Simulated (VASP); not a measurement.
## FePt: single point with r2SCAN

The system is FePt.

```
Fe Pt
1.0
     3.00079    0.00000    0.00000
     0.00000    3.00079    0.00000
     0.00000    0.00000    3.00079
Fe Pt
1 1
Direct
  0.50000 0.50000 0.50000
  0.00000 0.00000 0.00000
```

```json
{"Program": "VASP 6.6.1", "Task": "single point", "Functional": "r2SCAN", "Potentials or basis": "VASP PAW PBE potentials, release 64 (Fe, Pt)", "Cutoff": "520 eV", "k mesh": "6 × 6 × 6", "Occupations": "gaussian, width 0.1 eV", "Spin": "collinear spin, ferromagnetic start", "Starting moments": "[4.0, 0.0] μB", "Dipole correction": "no", "Further INCAR settings": "ALGO = Normal; EDIFF = 1e-06; NBANDS = 20"}
```

- Pressure: 12.0 GPa
- Net moment: 3.66 μB per cell
- Site moments: Fe +3.27; Pt +0.34 μB
- Valence electrons inside the program's atomic spheres: Fe 7.03; Pt 9.49

Levels at points of the mesh, in eV from the Fermi level:
Spin up:
```csv
k point,band 8,band 9,band 10,band 11,band 12,band 13,band 14,band 15
"(0.00, 0.00, 0.00)",-2.92,-1.15,-1.15,-1.15,7.96,7.96,7.96,16.00
"(0.50, 0.00, 0.00)",-3.80,-3.38,-2.31,-2.18,-0.15,13.43,15.02,15.02
"(0.50, 0.50, 0.00)",-1.14,-0.97,-0.97,-0.62,-0.62,4.54,8.01,14.99
"(0.50, 0.50, 0.50)",-3.42,-1.06,-1.06,6.71,6.83,6.83,6.83,6.84
```
Spin down:
| k point | band 5 | band 6 | band 7 | band 8 | band 9 | band 10 |
| --- | --- | --- | --- | --- | --- | --- |
| (0.00, 0.00, 0.00) | -2.80 | -2.80 | 1.18 | 1.18 | 1.47 | 1.47 |
| (0.50, 0.00, 0.00) | -3.46 | -1.89 | -0.49 | -0.48 | -0.48 | 0.19 |
| (0.50, 0.50, 0.00) | -0.72 | -0.55 | -0.55 | -0.46 | 1.44 | 1.84 |
| (0.50, 0.50, 0.50) | -2.16 | -2.16 | -0.63 | -0.63 | 2.14 | 2.14 |

Wall time 2.2 min on 1 thread of AMD EPYC 7R13, on a shared host, peak memory 0.14 GiB.

Caveat: the cell stands under pressure; the PAW data sets were made with another functional, which shifts forces and pressure a little; spin-orbit coupling is left out, which moves the levels of the heavy elements.
